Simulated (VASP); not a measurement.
# Ti4Mo (R-3m) in VASP: single point with PBE

Aim: the single point of Ti4Mo with PBE.

All numbers are computed with VASP 6.6.1; they aren't measurements. Logs are shortened: lines on timing, memory, paths and dates and some standing lists are left out, and cuts for length are marked.

## 1. The cell of the first run

The structure is trigonal, space group R-3m (No. 166). The conventional cell has a = 4.580 Å, b = 4.580 Å, c = 13.890 Å, α = 90.00°, β = 90.00°, γ = 120.00°. Ti (site symmetry 3m) has 3 Mo at 2.79 Å and 11 Ti at 2.85 to 3.19 Å within 3.7 Å. Ti (site symmetry 3m) has 4 Mo at 2.51 to 3.39 Å and 10 Ti at 2.67 to 3.10 Å within 3.4 Å. Within 3.4 Å of Mo (site symmetry -3m) lie 14 Ti at 2.51 to 3.39 Å.

## 2. Single point, PBE

Contents of INCAR:

```
SYSTEM = Ti4Mo
ALGO = Fast ; EDIFF = 1E-6
ENCUT = 520 ; GGA = PE
ISIF = 2 ; ISMEAR = 0
LASPH = .True. ; LCHARG = .True.
LELF = .True. ; LREAL = .False.
LVHAR = .True. ; LWAVE = .False.
NBANDS = 39 ; NELM = 60
PREC = Accurate ; SIGMA = 0.2
```

Contents of KPOINTS:

```
k-points
0
Gamma
  4 4 4
  0 0 0
```

Contents of POSCAR:

```
Ti4Mo
1.0
    2.2899616405      1.3221099696      4.6301330405
   -2.2899616405      1.3221099696      4.6301330405
    0.0000000000     -2.6442199391      4.6301330405
Ti Mo
4 1
Direct
    0.3975834014      0.3975834014      0.3975834014
    0.6024165986      0.6024165986      0.6024165986
    0.8193127127      0.8193127127      0.8193127127
    0.1806872873      0.1806872873      0.1806872873
    0.0000000000      0.0000000000      0.0000000000
```

Potentials or basis: VASP PAW PBE potentials, release 64 (Ti_sv, Mo_sv).

Run with:

```console
$ cat potpaw_PBE.64/Ti_sv/POTCAR potpaw_PBE.64/Mo_sv/POTCAR > POTCAR
$ mpirun -np 1 vasp_std > vasp.out
```

OUTCAR:

```text
SYSTEM = Ti4Mo
   EDIFF = 1E-6
   ENCUT = 520
   GGA = PE
   ISIF = 2
   ISMEAR = 0
   LASPH = .True.
   LREAL = .False.
   NELM = 60
   PREC = Accurate

 ion  position               nearest neighbor table
   1  0.398  0.398  0.398-   5 2.79   5 2.79   5 2.79   2 2.85   3 2.92   3 2.92   3 2.92
   2  0.602  0.602  0.602-   5 2.79   5 2.79   5 2.79   1 2.85   4 2.92   4 2.92   4 2.92
   3  0.819  0.819  0.819-   5 2.51   4 2.67   4 2.67   4 2.67   1 2.92   1 2.92   1 2.92
   4  0.181  0.181  0.181-   5 2.51   3 2.67   3 2.67   3 2.67   2 2.92   2 2.92   2 2.92
   5  0.000  0.000  0.000-   3 2.51   4 2.51   2 2.79   1 2.79   2 2.79   2 2.79   1 2.79   1 2.79

  LATTYP: Found a trigonal (rhomboedric) cell.
 ALAT       =     5.3319819073
 COS(alpha) =     0.6310996422

  Lattice vectors:

 A1 = (   2.2899616405,   1.3221099696,   4.6301330405)
 A2 = (  -2.2899616405,   1.3221099696,   4.6301330405)
 A3 = (   0.0000000000,  -2.6442199391,   4.6301330405)

Analysis of symmetry for initial positions (statically):
=====================================================================
 Subroutine PRICEL returns:
 Original cell was already a primitive cell.

 Routine SETGRP: Setting up the symmetry group for a
 trigonal (rhombohedral) supercell.

 Subroutine GETGRP returns: Found 12 space group operations
 (whereof 12 operations were pure point group operations)
 out of a pool of 12 trial point group operations.

The static configuration has the point symmetry D_3d.

Analysis of symmetry for dynamics (positions and initial velocities):
=====================================================================
 Subroutine PRICEL returns:
 Original cell was already a primitive cell.

 Routine SETGRP: Setting up the symmetry group for a
 trigonal (rhombohedral) supercell.

 Subroutine GETGRP returns: Found 12 space group operations
 (whereof 12 operations were pure point group operations)
 out of a pool of 12 trial point group operations.

The dynamic configuration has the point symmetry D_3d.

 Subroutine INISYM returns: Found 12 space group operations
 (whereof 12 operations are pure point group operations),
 and found     1 'primitive' translations

----------------------------------------------------------------------------------------

                                     Primitive cell

  volume of cell :      84.1086

  direct lattice vectors                    reciprocal lattice vectors
     2.289961641  1.322109970  4.630133040     0.218344269  0.126061122  0.071992172
    -2.289961641  1.322109970  4.630133040    -0.218344269  0.126061122  0.071992172
     0.000000000 -2.644219939  4.630133040     0.000000000 -0.252122245  0.071992172

  length of vectors
     5.331981907  5.331981907  5.331981907     0.262199350  0.262199350  0.262199350

  position of ions in fractional coordinates (direct lattice)
     0.397583401  0.397583401  0.397583401
     0.602416599  0.602416599  0.602416599
     0.819312713  0.819312713  0.819312713
     0.180687287  0.180687287  0.180687287
     0.000000000  0.000000000  0.000000000

  ion indices of the primitive-cell ions
   primitive index   ion index
                 1           1
                 2           2
                 3           3
                 4           4
                 5           5

----------------------------------------------------------------------------------------

 KPOINTS: k-points

Automatic generation of k-mesh.
 Grid dimensions read from file:
 generate k-points for:    4    4    4

 Generating k-lattice:

  Cartesian coordinates                     Fractional coordinates (reciprocal lattice)
     0.054586067  0.031515281  0.017998043     0.250000000  0.000000000  0.000000000
    -0.054586067  0.031515281  0.017998043     0.000000000  0.250000000  0.000000000
     0.000000000 -0.063030561  0.017998043    -0.000000000 -0.000000000  0.250000000

  Length of vectors
     0.065549837  0.065549837  0.065549837

  Shift w.r.t. Gamma in fractional coordinates (k-lattice)
     0.000000000  0.000000000  0.000000000

 Subroutine IBZKPT returns following result:
 ===========================================

 Found     13 irreducible k-points:

 Following reciprocal coordinates:
            Coordinates               Weight
  0.000000  0.000000  0.000000      1.000000
  0.250000  0.000000  0.000000      6.000000
  0.500000  0.000000  0.000000      3.000000
  0.250000  0.250000  0.000000      6.000000
  0.500000  0.250000  0.000000     12.000000
 -0.250000  0.250000  0.000000      6.000000
  0.500000  0.500000  0.000000      3.000000
  0.250000  0.250000  0.250000      2.000000
  0.500000  0.250000  0.250000      6.000000
 -0.250000  0.250000  0.250000      6.000000
  0.500000  0.500000  0.250000      6.000000
 -0.250000  0.500000  0.250000      6.000000
  0.500000  0.500000  0.500000      1.000000
   k-points           NKPTS =     13   k-points in BZ     NKDIM =     13   number of bands    NBANDS=     39
   number of dos      NEDOS =    301   number of ions     NIONS =      5
   total plane-waves  NPLWV =  64000
   dimension x,y,z NGX =    40 NGY =   40 NGZ =   40
   dimension x,y,z NGXF=    80 NGYF=   80 NGZF=   80
   ions per type =               4   1
   NGX,Y,Z   is equivalent  to a cutoff of  12.47, 12.47, 12.47 a.u.
   NGXF,Y,Z  is equivalent  to a cutoff of  24.94, 24.94, 24.94 a.u.
 SYSTEM =  Ti4Mo
   PREC   = accura    normal or accurate (medium, high low for compatibility)
   ISTART =      0    job   : 0-new  1-cont  2-samecut
   ICHARG =      2    charge: 1-file 2-atom 10-const
   ISPIN  =      1    spin polarized calculation?
   LNONCOLLINEAR =      F non collinear calculations
   LSORBIT =      F    spin-orbit coupling
   LASPH  =      T    aspherical Exc in radial PAW
   ENCUT  =  520.0 eV  38.22 Ry    6.18 a.u.   9.91  9.91  9.91*2*pi/ulx,y,z
   NELM   =     60;   NELMIN=  2; NELMDL= -5     # of ELM steps
   EDIFF  = 0.1E-05   stopping-criterion for ELM
   LREAL  =      F    real-space projection
   EDIFFG = 0.1E-04   stopping-criterion for IOM
   NSW    =      0    number of steps for IOM
   IBRION =     -1    ionic relax: 0-MD 1-quasi-New 2-CG
   NFREE  =      0    steps in history (QN), initial steepest desc. (CG)
   ISIF   =      2    stress and relaxation
   ISYM   =      2    0-nonsym 1-usesym 2-fastsym
   POTIM  = 0.5000    time-step for ionic-motion
   TEBEG  =    0.0;   TEEND  =   0.0 temperature during run
   PSTRESS=    0.0 pullay stress
   NELECT =      62.0000    total number of electrons
   NUPDOWN=      -1.0000    fix difference up-down
   EMIN   =  10.00;   EMAX   =-10.00  energy-range for DOS
   EFERMI =   0.00;   METHOD = LEGACY
   ISMEAR =     0;   SIGMA  =   0.20  broadening in eV -4-tet -1-fermi 0-gaus
   EFERMI_NEDOS =   21; number of points for ismear=-14 and -15
   IALGO  =     68    algorithm
   IMIX   =      4    mixing-type and parameters
     AMIX     =   0.40;   BMIX     =  1.00
     AMIX_MAG =   1.60;   BMIX_MAG =  1.00
  volume/ion in A,a.u.               =      16.82       113.52
  Fermi-wavevector in a.u.,A,eV,Ry     =   1.478854  2.794628 29.756056  2.187008
  Thomas-Fermi vector in A             =   2.593084
   LORBIT       =      0    0 simple, 1 ext, 2 COOP (PROOUT), +10 PAW based schemes
   GGA     = PE    functional components
   LHFCALC =     F    Hartree Fock is set to
   AEXX    =    0.0000 exact exchange contribution
   IVDW    =     0    specifies the selected vdW correction
   LEPSILON=     F    determine dielectric tensor
   LRPA    =     F    only Hartree local field effects (RPA)
 non-spin polarized calculation
 RMM-DIIS sequential band-by-band and
 Gauss-broadening in eV      SIGMA  =   0.20
  energy-cutoff  :      520.00
  volume of cell :       84.11
 maximum number of plane-waves:      2292
   NGX = 19   NGY = 19   NGZ = 19

 number of electron      62.0000003 magnetization

 Free energy of the ion-electron system (eV)
  ---------------------------------------------------
  ext. energy  EPLUGINS =         0.00000000
  ---------------------------------------------------
  free energy    TOTEN  =       -42.44945352 eV

  energy without entropy =      -42.31134662  energy(sigma->0) =      -42.38040007

 E-fermi :   8.8353     XC(G=0): -11.8892

 val. band max:        8.8110143380   @ k =   0.5000   0.5000   0.0000
 cond. band min:       8.8994248608   @ k =  -0.2500   0.2500   0.0000
 fundamental gap:      0.0884105228
 Fermi energy:         8.8353383217

 k-point     1 :       0.0000    0.0000    0.0000
  band No.  band energies     occupation
      1     -50.9634      2.00000
      2     -47.7221      2.00000
      3     -47.6669      2.00000
      4     -47.5298      2.00000
      5     -47.3891      2.00000
      6     -25.3623      2.00000
[... 31 lines left out ...]
     38      10.9719      0.00000
     39      11.6996      0.00000

 k-point     2 :       0.2500    0.0000    0.0000
  band No.  band energies     occupation
      1     -50.9625      2.00000
      2     -47.7148      2.00000
      3     -47.6697      2.00000
      4     -47.5161      2.00000
      5     -47.4091      2.00000
      6     -25.3650      2.00000
[... 31 lines left out ...]
     38      10.9641      0.00000
     39      11.5190      0.00000

 k-point     3 :       0.5000    0.0000    0.0000
  band No.  band energies     occupation
      1     -50.9617      2.00000
      2     -47.7073      2.00000
      3     -47.6729      2.00000
      4     -47.4911      2.00000
      5     -47.4402      2.00000
      6     -25.3689      2.00000
[... 31 lines left out ...]
     38      11.2784      0.00000
     39      11.6507      0.00000

 k-point     4 :       0.2500    0.2500    0.0000
  band No.  band energies     occupation
      1     -50.9624      2.00000
      2     -47.7121      2.00000
      3     -47.6721      2.00000
      4     -47.5173      2.00000
      5     -47.4085      2.00000
      6     -25.3536      2.00000
[... 31 lines left out ...]
     38      11.1699      0.00000
     39      11.5987      0.00000

 k-point     5 :       0.5000    0.2500    0.0000
  band No.  band energies     occupation
      1     -50.9616      2.00000
      2     -47.7037      2.00000
      3     -47.6762      2.00000
      4     -47.4915      2.00000
      5     -47.4403      2.00000
      6     -25.3537      2.00000
[... 31 lines left out ...]
     38      11.0068      0.00000
     39      11.4312      0.00000

 k-point     6 :      -0.2500    0.2500    0.0000
  band No.  band energies     occupation
      1     -50.9617      2.00000
      2     -47.7071      2.00000
      3     -47.6732      2.00000
      4     -47.4891      2.00000
      5     -47.4420      2.00000
      6     -25.3650      2.00000
[... 31 lines left out ...]
     38      11.0364      0.00000
     39      11.2812      0.00000

 k-point     7 :       0.5000    0.5000    0.0000
  band No.  band energies     occupation
      1     -50.9615      2.00000
      2     -47.6987      2.00000
      3     -47.6807      2.00000
      4     -47.4936      2.00000
      5     -47.4389      2.00000
      6     -25.3397      2.00000
[... 31 lines left out ...]
     38      11.1841      0.00000
     39      11.8610      0.00000

 k-point     8 :       0.2500    0.2500    0.2500
  band No.  band energies     occupation
      1     -50.9631      2.00000
      2     -47.7145      2.00000
      3     -47.6737      2.00000
      4     -47.5334      2.00000
      5     -47.3871      2.00000
      6     -25.3361      2.00000
[... 31 lines left out ...]
     38      11.4693      0.00000
     39      11.4777      0.00000

 k-point     9 :       0.5000    0.2500    0.2500
  band No.  band energies     occupation
      1     -50.9622      2.00000
      2     -47.7054      2.00000
      3     -47.6778      2.00000
      4     -47.5207      2.00000
      5     -47.4064      2.00000
      6     -25.3362      2.00000
[... 31 lines left out ...]
     38      11.4454      0.00000
     39      11.5592      0.00000

 k-point    10 :      -0.2500    0.2500    0.2500
  band No.  band energies     occupation
      1     -50.9616      2.00000
      2     -47.7036      2.00000
      3     -47.6762      2.00000
      4     -47.4925      2.00000
      5     -47.4395      2.00000
      6     -25.3539      2.00000
[... 31 lines left out ...]
     38      11.2317      0.00000
     39      11.3987      0.00000

 k-point    11 :       0.5000    0.5000    0.2500
  band No.  band energies     occupation
      1     -50.9621      2.00000
      2     -47.7002      2.00000
      3     -47.6826      2.00000
      4     -47.5219      2.00000
      5     -47.4058      2.00000
      6     -25.3246      2.00000
[... 31 lines left out ...]
     38      11.5448      0.00000
     39      11.7571      0.00000

 k-point    12 :      -0.2500    0.5000    0.2500
  band No.  band energies     occupation
      1     -50.9615      2.00000
      2     -47.6991      2.00000
      3     -47.6803      2.00000
      4     -47.4940      2.00000
      5     -47.4385      2.00000
      6     -25.3418      2.00000
[... 31 lines left out ...]
     38      10.9493      0.00000
     39      11.3975      0.00000

 k-point    13 :       0.5000    0.5000    0.5000
  band No.  band energies     occupation
      1     -50.9627      2.00000
      2     -47.7011      2.00000
      3     -47.6861      2.00000
      4     -47.5371      2.00000
      5     -47.3850      2.00000
      6     -25.3093      2.00000
[... 31 lines left out ...]
     38      11.3930      0.00000
     39      11.8046      0.00000

------------------------ aborting loop because EDIFF is reached ----------------------------------------

  FORCE on cell =-STRESS in cart. coord.  units (eV):
  Direction    XX          YY          ZZ          XY          YZ          ZX
  --------------------------------------------------------------------------------------
  -------------------------------------------------------------------------------------
  Total       -0.1391091     -0.1391091     -0.0838088      0.0000000     -0.0000000      0.0000000
  in kB       -2.6498762     -2.6498762     -1.5964652      0.0000000     -0.0000000      0.0000000
  external PRESSURE =      -2.2987392 kB  Pullay stress =       0.0000000 kB

 VOLUME and BASIS-vectors are now :
 -----------------------------------------------------------------------------
  energy-cutoff  :      520.00
  volume of cell :       84.11
      direct lattice vectors                 reciprocal lattice vectors
     2.289961641  1.322109970  4.630133040     0.218344269  0.126061122  0.071992172
    -2.289961641  1.322109970  4.630133040    -0.218344269  0.126061122  0.071992172
     0.000000000 -2.644219939  4.630133040     0.000000000 -0.252122245  0.071992172

 POSITION                                       TOTAL-FORCE (eV/Angst)
 -----------------------------------------------------------------------------------
      0.00000      0.00000      5.52259        -0.000000      0.000000      0.002923
      0.00000      0.00000      8.36781        -0.000000     -0.000000     -0.002923
      0.00000      0.00000     11.38058        -0.000000     -0.000000     -0.025600
      0.00000      0.00000      2.50982        -0.000000      0.000000      0.025600
      0.00000      0.00000      0.00000         0.000000      0.000000     -0.000000
 -----------------------------------------------------------------------------------
    total drift:                                0.000000      0.000000     -0.000000

  FREE ENERGIE OF THE ION-ELECTRON SYSTEM (eV)
  ---------------------------------------------------
  free  energy   TOTEN  =       -42.4494535198 eV

  energy  without entropy=      -42.3113466198  energy(sigma->0) =      -42.38040007
```

Wall time 92 s (1 thread of Intel Xeon 6975P-C (Granite Rapids), shared host); peak memory 0.25 GiB.

Results:

| Quantity | Value |
| --- | --- |
| Free energy | -42.4495 eV |
| Pressure | -0.2 GPa |
| Largest force | 0.026 eV/Å |
| Band gap on the k mesh | zero (bands 31 and 32 overlap by 0.71 eV) |

Forces in eV/Å, atoms in the order of the input:
```
Ti   0.000  0.000  0.003
Ti   0.000  0.000 -0.003
Ti   0.000  0.000 -0.026
Ti   0.000  0.000  0.026
Mo   0.000  0.000  0.000
```

Levels at points of the mesh, in eV from the Fermi level:
```
           k point  band 29  band 30  band 31  band 32  band 33  band 34
(0.00, 0.00, 0.00)    -1.00    -1.00    -0.82    -0.62     1.13     1.16
(0.50, 0.00, 0.00)    -0.64    -0.45    -0.37     0.15     0.30     0.89
(0.50, 0.50, 0.00)    -0.62    -0.34    -0.02     0.09     0.51     1.37
(0.50, 0.50, 0.50)    -0.50    -0.50    -0.37    -0.37     0.73     0.73
```

Caveat: the k points lie up to 0.41 Å⁻¹ apart, too coarse for converged energies and pressures of a metal.

The gap in the log of VASP goes by the Fermi energy; the results here count the filled bands.